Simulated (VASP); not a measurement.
# Sn2Ru3S2 (R-3m) in VASP: notebook, part 2 of 2

VASP 6.6.1.

### 3 Single point, r2SCAN

POSCAR

```
Sn2Ru3S2
1.0
    5.5684322800      0.0000000000      0.0000000000
    2.7267899500      4.8551081300      0.0000000000
    2.7267899500      1.5959576400      4.5853013200
Sn S Ru
2 2 3
Direct
    0.5000000000      0.5000000000      0.5000000000
    0.0000000000      0.0000000000      0.0000000000
    0.2150000000      0.2150000000      0.2150000000
    0.7850000000      0.7850000000      0.7850000000
    0.0000000000      0.5000000000      0.5000000000
    0.5000000000      0.0000000000      0.5000000000
    0.5000000000      0.5000000000      0.0000000000
```

INCAR.step1

```
SYSTEM = Sn2Ru3S2
ALGO = Normal ; EDIFF = 1E-4
ENCUT = 520 ; GGA = PE
ISMEAR = -1 ; LASPH = .TRUE.
LCHARG = .FALSE. ; LREAL = .FALSE.
LWAVE = .TRUE. ; NBANDS = 50
NELM = 60 ; PREC = Accurate
SIGMA = 0.0337
```

INCAR.step2

```
SYSTEM = Sn2Ru3S2
ALGO = Normal ; EDIFF = 1E-6
ENCUT = 520 ; ISIF = 2
ISMEAR = -1 ; ISTART = 1
LASPH = .TRUE. ; LCHARG = .FALSE.
LMIXTAU = .TRUE. ; LREAL = .FALSE.
LWAVE = .FALSE. ; METAGGA = R2SCAN
NBANDS = 50 ; NELM = 60
PREC = Accurate ; SIGMA = 0.0337
```

KPOINTS

```
Automatic mesh
0
Gamma
  4 4 4
  0.5 0.5 0.5
```

Potentials or basis: VASP PAW PBE potentials, release 64 (Sn_d, S, Ru_pv).

Command:

```
$ cat potpaw_PBE.64/Sn_d/POTCAR potpaw_PBE.64/S/POTCAR potpaw_PBE.64/Ru_pv/POTCAR > POTCAR
$ cp INCAR.step1 INCAR
$ mpirun -np 1 vasp_std > vasp.out
$ cp INCAR.step2 INCAR
$ mpirun -np 1 vasp_std > vasp.out
```

OUTCAR:

```text
SYSTEM = Sn2Ru3S2
   EDIFF = 1E-6
   ENCUT = 520
   ISIF = 2
   ISMEAR = -1
   ISTART = 1
   LASPH = .TRUE.
   LREAL = .FALSE.
   METAGGA = R2SCAN
   NELM = 60
   PREC = Accurate

 ion  position               nearest neighbor table
   1  0.500  0.500  0.500-   5 2.78   5 2.78   7 2.78   7 2.78   6 2.78   6 2.78
   2  0.000  0.000  0.000-   6 2.81   6 2.81   7 2.81   7 2.81   5 2.81   5 2.81   3 2.92   4 2.92

   3  0.215  0.215  0.215-   5 2.28   6 2.28   7 2.28   2 2.92
   4  0.785  0.785  0.785-   5 2.28   6 2.28   7 2.28   2 2.92
   5  0.000  0.500  0.500-   3 2.28   4 2.28   1 2.78   1 2.78   7 2.81   7 2.81   6 2.81   6 2.81
                             2 2.81   2 2.81
   6  0.500  0.000  0.500-   3 2.28   4 2.28   1 2.78   1 2.78   2 2.81   2 2.81   5 2.81   5 2.81
                             7 2.81   7 2.81
   7  0.500  0.500  0.000-   3 2.28   4 2.28   1 2.78   1 2.78   5 2.81   5 2.81   2 2.81   2 2.81
                             6 2.81   6 2.81

  LATTYP: Found a trigonal (rhomboedric) cell.
 ALAT       =     5.5684341053
 COS(alpha) =     0.4896864366

  Lattice vectors:

 A1 = (   5.5684322800,   0.0000000000,   0.0000000000)
 A2 = (   2.7267899500,   4.8551081300,   0.0000000000)
 A3 = (   2.7267899500,   1.5959576400,   4.5853013200)

Analysis of symmetry for initial positions (statically):
=====================================================================
 Subroutine PRICEL returns:
 Original cell was already a primitive cell.

 Routine SETGRP: Setting up the symmetry group for a
 trigonal (rhombohedral) supercell.

 Subroutine GETGRP returns: Found 12 space group operations
 (whereof 12 operations were pure point group operations)
 out of a pool of 12 trial point group operations.

The static configuration has the point symmetry D_3d.

Analysis of symmetry for dynamics (positions and initial velocities):
=====================================================================
 Subroutine PRICEL returns:
[... 127 lines left out ...]
  Thomas-Fermi vector in A             =   2.546695
   LORBIT       =      0    0 simple, 1 ext, 2 COOP (PROOUT), +10 PAW based schemes
   METAGGA = R2SCAN    functional components
   LHFCALC =     F    Hartree Fock is set to
   AEXX    =    0.0000 exact exchange contribution
   IVDW    =     0    specifies the selected vdW correction
   LEPSILON=     F    determine dielectric tensor
   LRPA    =     F    only Hartree local field effects (RPA)
 non-spin polarized calculation
  energy-cutoff  :      520.00
  volume of cell :      123.97
 maximum number of plane-waves:      3368
 NGX is ok and might be reduce to    42
   NGX = 21   NGY = 21   NGZ = 21

 number of electron      82.0000024 magnetization

 Free energy of the ion-electron system (eV)
  ---------------------------------------------------
  ext. energy  EPLUGINS =         0.00000000
  ---------------------------------------------------
  free energy    TOTEN  =      -143.72162472 eV

  energy without entropy =     -143.69357750  energy(sigma->0) =     -143.70760111

 E-fermi :   9.2857     XC(G=0): -12.6472

 val. band max:        9.2582026572   @ k =   0.3750   0.3750   0.3750
 cond. band min:       9.3147645282   @ k =  -0.1250   0.3750   0.1250
 fundamental gap:      0.0565618710
 Fermi energy:         9.2856884409

 k-point     1 :       0.1250    0.1250    0.1250
  band No.  band energies     occupation
      1     -34.9617      2.00000
      2     -34.5750      2.00000
      3     -34.5750      2.00000
      4     -34.2700      2.00000
      5     -34.2700      2.00000
      6     -34.2575      2.00000
[... 519 lines left out ...]
     49      14.0684      0.00000
     50      14.9457      0.00000

------------------------ aborting loop because EDIFF is reached ----------------------------------------

  FORCE on cell =-STRESS in cart. coord.  units (eV):
  Direction    XX          YY          ZZ          XY          YZ          ZX
  --------------------------------------------------------------------------------------
  -------------------------------------------------------------------------------------
  Total        0.0853716      0.4643358      0.5620384     -0.3373761     -0.1403535     -0.2398009
  in kB        1.1033777      6.0012679      7.2640167     -4.3603887     -1.8139870     -3.0992857
  external PRESSURE =       4.7895541 kB  Pullay stress =       0.0000000 kB

 VOLUME and BASIS-vectors are now :
 -----------------------------------------------------------------------------
  energy-cutoff  :      520.00
  volume of cell :      123.97
      direct lattice vectors                 reciprocal lattice vectors
     5.568432280  0.000000000  0.000000000     0.179583759 -0.100860202 -0.071689635
     2.726789950  4.855108130  0.000000000     0.000000000  0.205968636 -0.071689339
     2.726789950  1.595957640  4.585301320     0.000000000  0.000000000  0.218088176

 POSITION                                       TOTAL-FORCE (eV/Angst)
 -----------------------------------------------------------------------------------
      5.51101      3.22553      2.29265        -0.000000     -0.000000      0.000000
      0.00000      0.00000      0.00000        -0.000000     -0.000000      0.000000
      2.36973      1.38698      0.98584        -0.661809     -0.387350     -0.275321
      8.65228      5.06409      3.59946         0.661809      0.387350      0.275321
      2.72679      3.22553      2.29265        -0.000000     -0.000000      0.000000
      4.14761      0.79798      2.29265        -0.000000      0.000000      0.000000
      4.14761      2.42755      0.00000        -0.000000      0.000000      0.000000
 -----------------------------------------------------------------------------------
    total drift:                               -0.000000     -0.000000      0.000000

  FREE ENERGIE OF THE ION-ELECTRON SYSTEM (eV)
  ---------------------------------------------------
  free  energy   TOTEN  =      -143.7216247239 eV

  energy  without entropy=     -143.6935775015  energy(sigma->0) =     -143.70760111
```

OSZICAR.step1:

```text
N       E                     dE             d eps       ncg     rms          rms(c)
DAV:   1     0.110947762679E+04    0.11095E+04   -0.41880E+04  1084   0.227E+03
DAV:   2     0.934797739312E+02   -0.10160E+04   -0.98702E+03  1016   0.678E+02
DAV:   3    -0.383140378657E+02   -0.13179E+03   -0.12441E+03  1156   0.200E+02
DAV:   4    -0.463262680508E+02   -0.80122E+01   -0.78770E+01  1152   0.516E+01
DAV:   5    -0.466415455449E+02   -0.31528E+00   -0.31400E+00  1404   0.102E+01    0.254E+01
DAV:   6    -0.456329648977E+02    0.10086E+01   -0.47297E+00  1100   0.135E+01    0.108E+01
DAV:   7    -0.454197920618E+02    0.21317E+00   -0.24883E+00  1114   0.944E+00    0.800E+00
DAV:   8    -0.452058333641E+02    0.21396E+00   -0.73781E-01  1030   0.545E+00    0.131E+00
DAV:   9    -0.452059175563E+02   -0.84192E-04   -0.53495E-02  1228   0.120E+00    0.774E-01
DAV:  10    -0.452045745389E+02    0.13430E-02   -0.12237E-02  1088   0.643E-01    0.199E-01
DAV:  11    -0.452044180174E+02    0.15652E-03   -0.14287E-03   930   0.268E-01    0.789E-02
DAV:  12    -0.452044238978E+02   -0.58804E-05   -0.16078E-04   598   0.108E-01
   1 F= -.45204424E+02 E0= -.45189535E+02  d E =-.297779E-01
```

Run time: 5.1 min. Hardware: 1 thread of Oxide Virtual Turin-like, shared host; peak memory 0.27 GiB.

What came out:

- Free energy: -143.7216 eV
- Pressure: 0.5 GPa
- Largest force: 0.815 eV/Å
- Band gap on the k mesh: zero (band 41 reaches 9.35 eV, above the bottom of band 42 at 9.03 eV)

Forces on the atoms (eV/Å):
```
Sn   0.000  0.000  0.000
Sn   0.000  0.000  0.000
S   -0.662 -0.387 -0.275
S    0.662  0.387  0.275
Ru   0.000  0.000  0.000
Ru   0.000  0.000  0.000
Ru   0.000  0.000  0.000
```

Stress tensor (GPa, compression positive):
```
 0.11 -0.44 -0.31
-0.44  0.60 -0.18
-0.31 -0.18  0.73
```

Caveat: the PAW data sets were made with another functional, which shifts forces and pressure a little; spin-orbit coupling is left out, which moves the levels of the heavy elements.
